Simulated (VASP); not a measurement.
## Na: single point with PBEsol

Na:

```
Na
1.0
     3.88001    0.00000    0.00000
    -1.94001    3.36019    0.00000
     0.00000    0.00000    6.24631
Na
2
Direct
  0.33333 0.66667 0.25000
  0.66667 0.33333 0.75000
```

This cell differs from its parent crystal: strain +0.030 along x and y, +0.015 along z.

```json
{"Program": "VASP 6.6.1", "Task": "single point", "Functional": "PBEsol", "Potentials or basis": "VASP PAW PBE potentials, release 64 (Na_pv)", "Cutoff": "520 eV", "k mesh": "12 × 12 × 8", "Occupations": "gaussian, width 0.15 eV", "Spin": "no spin polarisation", "Dipole correction": "no", "Further INCAR settings": "ALGO = Normal; EDIFF = 1e-06; NBANDS = 14"}
```

```yaml
Pressure: -0.7 GPa
Band_gap_on_the_k_mesh: zero (bands 7 and 8 overlap by 4.04 eV)
```

Levels at points of the mesh, in eV from the Fermi level:
```csv
k point,band 5,band 6,band 7,band 8,band 9,band 10
"(0.00, 0.00, 0.00)",-24.85,-24.85,-3.08,0.61,0.97,9.36
"(0.50, 0.00, 0.00)",-24.86,-24.86,0.22,0.29,3.69,3.74
"(0.00, 0.00, 0.50)",-24.86,-24.86,-2.09,-2.09,5.37,5.37
"(0.50, 0.00, 0.50)",-24.86,-24.86,1.00,1.00,1.42,1.42
```

Wall time 25 s on 1 thread of Intel(R) Xeon(R) 6975P-C (Granite Rapids) (shared host), peak memory 0.23 GiB.

Caveat: the cell differs from its parent crystal (strain +0.030 along x and y, +0.015 along z); the PAW data sets were made with another functional, which shifts forces and pressure a little.
